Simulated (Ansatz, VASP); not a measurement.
One calculation of AgCl, two programs

POSCAR

```
AgCl
1.0
    3.3612868240      0.0000000000      0.0000000000
    0.0000000000      3.3612868240      0.0000000000
    0.0000000000      0.0000000000      3.3612868240
Ag Cl
1 1
Direct
    0.0000000000      0.0000000000      0.0000000000
    0.5000000000      0.5000000000      0.5000000000
```

INCAR.step1

```
SYSTEM = AgCl
PREC = Accurate
ENCUT = 520
ISMEAR = 0
SIGMA = 0.01
LREAL = .FALSE.
LASPH = .TRUE.
NELM = 80
NBANDS = 16
GGA = PE
ALGO = Normal
EDIFF = 1E-4
LWAVE = .TRUE.
LCHARG = .FALSE.
```

INCAR.step2

```
SYSTEM = AgCl
PREC = Accurate
ENCUT = 520
EDIFF = 1E-7
ISMEAR = 0
SIGMA = 0.01
LREAL = .FALSE.
LASPH = .TRUE.
NELM = 80
ALGO = Normal
ISIF = 2
LWAVE = .FALSE.
LCHARG = .TRUE.
METAGGA = R2SCAN
LMIXTAU = .TRUE.
LELF = .TRUE.
LVHAR = .TRUE.
NBANDS = 16
ISTART = 1
```

KPOINTS

```
regular mesh
0
G
  6 6 6
  0 0 0
```

Input for Ansatz:

```yaml
crystal:
  lattice:
    - [3.361286824, 0.0, 0.0]
    - [0.0, 3.361286824, 0.0]
    - [0.0, 0.0, 3.361286824]
  atoms:
    - { symbol: Ag, position: [0.0, 0.0, 0.0] }
    - { symbol: Cl, position: [0.5, 0.5, 0.5] }
kpoints:
  mp_grid: { grid: [6, 6, 6] }
hamiltonian:
  xc: r2scan
scf:
  occupations: { method: fixed }
  n_extra_bands: 4
output:
  forces: true
  stress: true
  eigenvalues: true
```

Alike in both runs: task single point; functional r2SCAN; k mesh 6 × 6 × 6; no spin polarisation.

|  | VASP | Ansatz |
| --- | --- | --- |
| version | VASP 6.6.1 | Ansatz 0.2.0 |
| potentials or method | VASP PAW PBE potentials, release 64 (Ag, Cl) | plane waves, PAW |
| plane-wave cutoff (eV) | 520 | 500 |
| occupations | gaussian, width 0.01 eV | fixed |
| valence electrons in the cell | 18 | 26 |

VASP gave:

- gap on the k mesh at the Fermi level (eV): 1.21
- pressure (GPa): 1.8

Q: What did Ansatz give for the same quantities?

A: gap on the k mesh at the Fermi level (eV): 1.25; pressure (GPa): 1.8.

VASP's potentials were made for PBE, not for r2SCAN. VASP's potentials hold 18 valence electrons a cell and Ansatz's 26, so a difference there can come from the potentials and not from the codes.
